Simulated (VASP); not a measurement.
# Cs3In (Pm-3m) in VASP: a series of runs

Cs3In is run at these levels: PBE; tasks: single point, relaxation of cell and atoms.

All numbers are computed with VASP 6.6.1; they aren't measurements. Logs are shortened: lines on timing, memory, paths and dates and some standing lists are left out, and cuts for length are marked.

## (1) The cell of the first run

The structure is cubic, space group Pm-3m (No. 221). Conventional cell: a = 6.542 Å, b = 6.542 Å, c = 6.542 Å, α = 90.00°, β = 90.00°, γ = 90.00°.

## (2) Single point, PBE

Input file INCAR:

```
  ALGO = Normal
  EDIFF = 1E-6
  ENCUT = 520
  GGA = PE
  ISIF = 2
  ISMEAR = 0
  LASPH = T
  LCHARG = F
  LREAL = F
  LWAVE = F
  NBANDS = 28
  NELM = 80
  PREC = Accurate
  SIGMA = 0.1
```

Input file KPOINTS:

```
k-points
0
Gamma
  4 4 4
```

Input file POSCAR:

```
Cs3In
1.0
    6.5415343847      0.0000000000      0.0000000000
    0.0000000000      6.5415343847      0.0000000000
    0.0000000000      0.0000000000      6.5415343847
Cs In
3 1
Direct
    0.0000000000      0.5000000000      0.5000000000
    0.5000000000      0.0000000000      0.5000000000
    0.5000000000      0.5000000000      0.0000000000
    0.0000000000      0.0000000000      0.0000000000
```

Potentials or basis: VASP PAW PBE potentials, release 64 (Cs_sv, In_d).

On the command line:

```console
$ cat potpaw_PBE.64/Cs_sv/POTCAR potpaw_PBE.64/In_d/POTCAR > POTCAR
$ mpirun -np 1 vasp_std > vasp.out
```

OUTCAR:

```text
EDIFF = 1E-6
   ENCUT = 520
   GGA = PE
   ISIF = 2
   ISMEAR = 0
   LASPH = T
   LREAL = F
   NELM = 80
   PREC = Accurate

 ion  position               nearest neighbor table
   1  0.000  0.500  0.500-
   2  0.500  0.000  0.500-
   3  0.500  0.500  0.000-
   4  0.000  0.000  0.000-

  LATTYP: Found a simple cubic cell.
 ALAT       =     6.5415343847

  Lattice vectors:

 A1 = (   6.5415343847,   0.0000000000,   0.0000000000)
 A2 = (   0.0000000000,   6.5415343847,   0.0000000000)
 A3 = (   0.0000000000,   0.0000000000,   6.5415343847)

Analysis of symmetry for initial positions (statically):
=====================================================================
 Subroutine PRICEL returns:
 Original cell was already a primitive cell.

 Routine SETGRP: Setting up the symmetry group for a
 simple cubic supercell.

 Subroutine GETGRP returns: Found 48 space group operations
 (whereof 48 operations were pure point group operations)
 out of a pool of 48 trial point group operations.

The static configuration has the point symmetry O_h .

Analysis of symmetry for dynamics (positions and initial velocities):
=====================================================================
 Subroutine PRICEL returns:
 Original cell was already a primitive cell.

 Routine SETGRP: Setting up the symmetry group for a
 simple cubic supercell.

 Subroutine GETGRP returns: Found 48 space group operations
 (whereof 48 operations were pure point group operations)
 out of a pool of 48 trial point group operations.

The dynamic configuration has the point symmetry O_h .

 Subroutine INISYM returns: Found 48 space group operations
 (whereof 48 operations are pure point group operations),
 and found     1 'primitive' translations

----------------------------------------------------------------------------------------

                                     Primitive cell

  volume of cell :     279.9232

  direct lattice vectors                    reciprocal lattice vectors
     6.541534385  0.000000000  0.000000000     0.152869333  0.000000000  0.000000000
     0.000000000  6.541534385  0.000000000     0.000000000  0.152869333  0.000000000
     0.000000000  0.000000000  6.541534385     0.000000000  0.000000000  0.152869333

  length of vectors
     6.541534385  6.541534385  6.541534385     0.152869333  0.152869333  0.152869333

  position of ions in fractional coordinates (direct lattice)
     0.000000000  0.500000000  0.500000000
     0.500000000  0.000000000  0.500000000
     0.500000000  0.500000000  0.000000000
     0.000000000  0.000000000  0.000000000

  ion indices of the primitive-cell ions
   primitive index   ion index
                 1           1
                 2           2
                 3           3
                 4           4

----------------------------------------------------------------------------------------

 KPOINTS: k-points

Automatic generation of k-mesh.
 Grid dimensions read from file:
 generate k-points for:    4    4    4

 Generating k-lattice:

  Cartesian coordinates                     Fractional coordinates (reciprocal lattice)
     0.038217333  0.000000000  0.000000000     0.250000000  0.000000000  0.000000000
     0.000000000  0.038217333  0.000000000     0.000000000  0.250000000  0.000000000
     0.000000000  0.000000000  0.038217333     0.000000000  0.000000000  0.250000000

  Length of vectors
     0.038217333  0.038217333  0.038217333

  Shift w.r.t. Gamma in fractional coordinates (k-lattice)
     0.000000000  0.000000000  0.000000000

 Subroutine IBZKPT returns following result:
 ===========================================

 Found     10 irreducible k-points:

 Following reciprocal coordinates:
            Coordinates               Weight
  0.000000  0.000000  0.000000      1.000000
  0.250000  0.000000  0.000000      6.000000
  0.500000  0.000000  0.000000      3.000000
  0.250000  0.250000  0.000000     12.000000
  0.500000  0.250000  0.000000     12.000000
  0.500000  0.500000  0.000000      3.000000
  0.250000  0.250000  0.250000      8.000000
  0.500000  0.250000  0.250000     12.000000
  0.500000  0.500000  0.250000      6.000000
  0.500000  0.500000  0.500000      1.000000
   k-points           NKPTS =     10   k-points in BZ     NKDIM =     10   number of bands    NBANDS=     28
   number of dos      NEDOS =    301   number of ions     NIONS =      4
   total plane-waves  NPLWV = 125000
   dimension x,y,z NGX =    50 NGY =   50 NGZ =   50
   dimension x,y,z NGXF=   100 NGYF=  100 NGZF=  100
   ions per type =               3   1
   NGX,Y,Z   is equivalent  to a cutoff of  12.71, 12.71, 12.71 a.u.
   NGXF,Y,Z  is equivalent  to a cutoff of  25.41, 25.41, 25.41 a.u.
 SYSTEM =  unknown system
   PREC   = accura    normal or accurate (medium, high low for compatibility)
   ISTART =      0    job   : 0-new  1-cont  2-samecut
   ICHARG =      2    charge: 1-file 2-atom 10-const
   ISPIN  =      1    spin polarized calculation?
   LNONCOLLINEAR =      F non collinear calculations
   LSORBIT =      F    spin-orbit coupling
   LASPH  =      T    aspherical Exc in radial PAW
   ENCUT  =  520.0 eV  38.22 Ry    6.18 a.u.  12.16 12.16 12.16*2*pi/ulx,y,z
   NELM   =     80;   NELMIN=  2; NELMDL= -5     # of ELM steps
   EDIFF  = 0.1E-05   stopping-criterion for ELM
   LREAL  =      F    real-space projection
   EDIFFG = 0.1E-04   stopping-criterion for IOM
   NSW    =      0    number of steps for IOM
   IBRION =     -1    ionic relax: 0-MD 1-quasi-New 2-CG
   NFREE  =      0    steps in history (QN), initial steepest desc. (CG)
   ISIF   =      2    stress and relaxation
   ISYM   =      2    0-nonsym 1-usesym 2-fastsym
   POTIM  = 0.5000    time-step for ionic-motion
   TEBEG  =    0.0;   TEEND  =   0.0 temperature during run
   PSTRESS=    0.0 pullay stress
   NELECT =      40.0000    total number of electrons
   NUPDOWN=      -1.0000    fix difference up-down
   EMIN   =  10.00;   EMAX   =-10.00  energy-range for DOS
   EFERMI =   0.00;   METHOD = LEGACY
   ISMEAR =     0;   SIGMA  =   0.10  broadening in eV -4-tet -1-fermi 0-gaus
   EFERMI_NEDOS =   21; number of points for ismear=-14 and -15
   IALGO  =     38    algorithm
   IMIX   =      4    mixing-type and parameters
     AMIX     =   0.40;   BMIX     =  1.00
     AMIX_MAG =   1.60;   BMIX_MAG =  1.00
  volume/ion in A,a.u.               =      69.98       472.25
  Fermi-wavevector in a.u.,A,eV,Ry     =   0.855885  1.617387  9.966790  0.732538
  Thomas-Fermi vector in A             =   1.972702
   LORBIT       =      0    0 simple, 1 ext, 2 COOP (PROOUT), +10 PAW based schemes
   GGA     = PE    functional components
   LHFCALC =     F    Hartree Fock is set to
   AEXX    =    0.0000 exact exchange contribution
   IVDW    =     0    specifies the selected vdW correction
   LEPSILON=     F    determine dielectric tensor
   LRPA    =     F    only Hartree local field effects (RPA)
 non-spin polarized calculation
 Gauss-broadening in eV      SIGMA  =   0.10
  energy-cutoff  :      520.00
  volume of cell :      279.92
 maximum number of plane-waves:      7568
 NGX is ok and might be reduce to    50
   NGX = 25   NGY = 25   NGZ = 25

 number of electron      39.9999997 magnetization

 Free energy of the ion-electron system (eV)
  ---------------------------------------------------
  ext. energy  EPLUGINS =         0.00000000
  ---------------------------------------------------
  free energy    TOTEN  =        -4.61535004 eV

  energy without entropy =       -4.59178208  energy(sigma->0) =       -4.60356606

 E-fermi :   1.6633     XC(G=0):  -6.6880

 val. band max:        1.6100672429   @ k =   0.2500   0.2500   0.2500
 cond. band min:       1.7075629658   @ k =   0.5000   0.5000   0.0000
 fundamental gap:      0.0974957229
 Fermi energy:         1.6633389739

 k-point     1 :       0.0000    0.0000    0.0000
  band No.  band energies     occupation
      1     -21.9577      2.00000
      2     -21.9021      2.00000
      3     -21.9021      2.00000
      4     -12.9712      2.00000
      5     -12.9712      2.00000
      6     -12.9712      2.00000
[... 20 lines left out ...]
     27       2.9947      0.00000
     28       3.0326      0.00000

 k-point     2 :       0.2500    0.0000    0.0000
  band No.  band energies     occupation
      1     -21.9506      2.00000
      2     -21.9091      2.00000
      3     -21.9020      2.00000
      4     -12.9713      2.00000
      5     -12.9713      2.00000
      6     -12.9712      2.00000
[... 20 lines left out ...]
     27       3.4279      0.00000
     28       3.9095      0.00000

 k-point     3 :       0.5000    0.0000    0.0000
  band No.  band energies     occupation
      1     -21.9391      2.00000
      2     -21.9206      2.00000
      3     -21.9020      2.00000
      4     -12.9714      2.00000
      5     -12.9714      2.00000
      6     -12.9712      2.00000
[... 20 lines left out ...]
     27       3.9485      0.00000
     28       4.3193      0.00000

 k-point     4 :       0.2500    0.2500    0.0000
  band No.  band energies     occupation
      1     -21.9443      2.00000
      2     -21.9113      2.00000
      3     -21.9060      2.00000
      4     -12.9713      2.00000
      5     -12.9713      2.00000
      6     -12.9713      2.00000
[... 144 lines left out ...]
     27       4.1324      0.00000
     28       4.1950      0.00000

 k-point     9 :       0.5000    0.5000    0.2500
  band No.  band energies     occupation
      1     -21.9204      2.00000
      2     -21.9203      2.00000
      3     -21.9203      2.00000
      4     -12.9713      2.00000
      5     -12.9713      2.00000
      6     -12.9712      2.00000
[... 20 lines left out ...]
     27       4.3396      0.00000
     28       4.3487      0.00000

 k-point    10 :       0.5000    0.5000    0.5000
  band No.  band energies     occupation
      1     -21.9203      2.00000
      2     -21.9203      2.00000
      3     -21.9203      2.00000
      4     -12.9712      2.00000
      5     -12.9712      2.00000
      6     -12.9712      2.00000
[... 20 lines left out ...]
     27       4.5320      0.00000
     28       4.5321      0.00000

------------------------ aborting loop because EDIFF is reached ----------------------------------------

  FORCE on cell =-STRESS in cart. coord.  units (eV):
  Direction    XX          YY          ZZ          XY          YZ          ZX
  --------------------------------------------------------------------------------------
  -------------------------------------------------------------------------------------
  Total        0.0199661      0.0199661      0.0199661      0.0000000      0.0000000     -0.0000000
  in kB        0.1142788      0.1142788      0.1142788      0.0000000      0.0000000     -0.0000000
  external PRESSURE =       0.1142788 kB  Pullay stress =       0.0000000 kB

 VOLUME and BASIS-vectors are now :
 -----------------------------------------------------------------------------
  energy-cutoff  :      520.00
  volume of cell :      279.92
      direct lattice vectors                 reciprocal lattice vectors
     6.541534385  0.000000000  0.000000000     0.152869333  0.000000000  0.000000000
     0.000000000  6.541534385  0.000000000     0.000000000  0.152869333  0.000000000
     0.000000000  0.000000000  6.541534385     0.000000000  0.000000000  0.152869333

 POSITION                                       TOTAL-FORCE (eV/Angst)
 -----------------------------------------------------------------------------------
      0.00000      3.27077      3.27077         0.000000      0.000000      0.000000
      3.27077      0.00000      3.27077         0.000000      0.000000      0.000000
      3.27077      3.27077      0.00000         0.000000      0.000000      0.000000
      0.00000      0.00000      0.00000         0.000000      0.000000      0.000000
 -----------------------------------------------------------------------------------
    total drift:                                0.000000      0.000000      0.000000

  FREE ENERGIE OF THE ION-ELECTRON SYSTEM (eV)
  ---------------------------------------------------
  free  energy   TOTEN  =        -4.6153500377 eV

  energy  without entropy=       -4.5917820807  energy(sigma->0) =       -4.60356606
```

It took 90 s on 1 thread of Intel Xeon Platinum 8259CL at 2.50GHz (Skylake/Cascade Lake), shared host; peak memory 0.37 GiB.

Results:

```yaml
Free_energy: -4.6154 eV
Pressure: 0.0 GPa
Band_gap_on_the_k_mesh: zero (band 20 reaches 2.29 eV, above the bottom of band 21 at 1.61 eV)
```

Caveat: spin-orbit coupling is left out, which moves the levels of the heavy elements.

## (3) Relaxation of cell and atoms, PBE

This run uses another cell than the first one, of 39.24 Å³/atom, 0.561 times its volume.

Input file INCAR:

```
  PREC = Accurate
  ENCUT = 600
  EDIFF = 1E-6
  ISMEAR = 0
  SIGMA = 0.1
  LREAL = False
  LASPH = True
  NELM = 60
  ALGO = Normal
  ISIF = 3
  LWAVE = False
  LCHARG = False
  GGA = PE
  IBRION = 2
  NSW = 90
  EDIFFG = -0.04
```

Input file KPOINTS:

```
regular mesh
0
Gamma
  4 4 4
```

Input file POSCAR:

```
Cs3In
1.0
    5.3941737694      0.0000000000      0.0000000000
    0.0000000000      5.3941737694      0.0000000000
    0.0000000000      0.0000000000      5.3941737694
Cs In
3 1
Direct
    0.0000000000      0.5000000000      0.5000000000
    0.5000000000      0.0000000000      0.5000000000
    0.5000000000      0.5000000000      0.0000000000
    0.0000000000      0.0000000000      0.0000000000
```

Potentials or basis: VASP PAW PBE potentials, release 64 (Cs_sv, In_d).

On the command line:

```console
$ cat potpaw_PBE.64/Cs_sv/POTCAR potpaw_PBE.64/In_d/POTCAR > POTCAR
$ mpirun -np 1 vasp_std > vasp.out
```

Run time: 4.9 min. Hardware: 1 thread of Intel Xeon Platinum 8259CL at 2.50GHz (Skylake/Cascade Lake), shared host; peak memory 0.35 GiB.

The run converged. Its results:

```
Free energy                            : -4.6030 eV
Relaxed volume                         : 70.57 Å³/atom
Relaxed cell                           : a = 6.560 Å, b = 6.560 Å, c = 6.560 Å, α = 90.00°, β = 90.00°, γ = 90.00°
Space group after relaxing (to 0.05 Å) : Pm-3m (No. 221)
Energy gained by relaxing              : 344.0 meV/atom
Ionic steps                            : 6
Pressure after relaxing                : 0.0 GPa
Band gap on the k mesh                 : zero (band 20 reaches 2.25 eV, above the bottom of band 21 at 1.58 eV)
```

The path:
```
step  energy change (eV)  largest force (eV/Å)  pressure (GPa)  volume (Å³)
   1              0.0000                0.0000            5.76       156.95
   2             -0.8431                0.0000            2.60       191.21
   3             -1.2944                0.0000            0.71       239.64
   4             -1.2052                0.0000           -0.58       359.73
   5             -1.3729                0.0000           -0.10       289.74
   6             -1.3759                0.0000           -0.02       282.29
```

Final structure:
```
CELL_PARAMETERS angstrom
6.55991 0.00000 0.00000
0.00000 6.55991 0.00000
0.00000 0.00000 6.55991
ATOMIC_POSITIONS crystal
Cs 0.00000 0.50000 0.50000
Cs 0.50000 0.00000 0.50000
Cs 0.50000 0.50000 0.00000
In 0.00000 0.00000 0.00000
```

Levels at points of the mesh, in eV from the Fermi level:
```
           k point  band 16  band 17  band 18  band 19  band 20  band 21  band 22  band 23  band 24
(0.00, 0.00, 0.00)   -10.25   -10.25    -4.88    -1.03     0.62     0.62     0.62     0.86     0.86
(0.50, 0.00, 0.00)   -10.28   -10.28    -4.69    -1.19     0.16     0.22     0.22     1.31     1.65
(0.50, 0.50, 0.00)   -10.34   -10.20    -4.64    -0.59    -0.59     0.05     0.40     1.61     1.61
(0.50, 0.50, 0.50)   -10.20   -10.20    -4.70     0.12     0.12     0.12     0.39     0.39     0.39
```

Caveat: the volume moved by over 15 % at a fixed basis, so the end points are rough; spin-orbit coupling is left out, which moves the levels of the heavy elements.
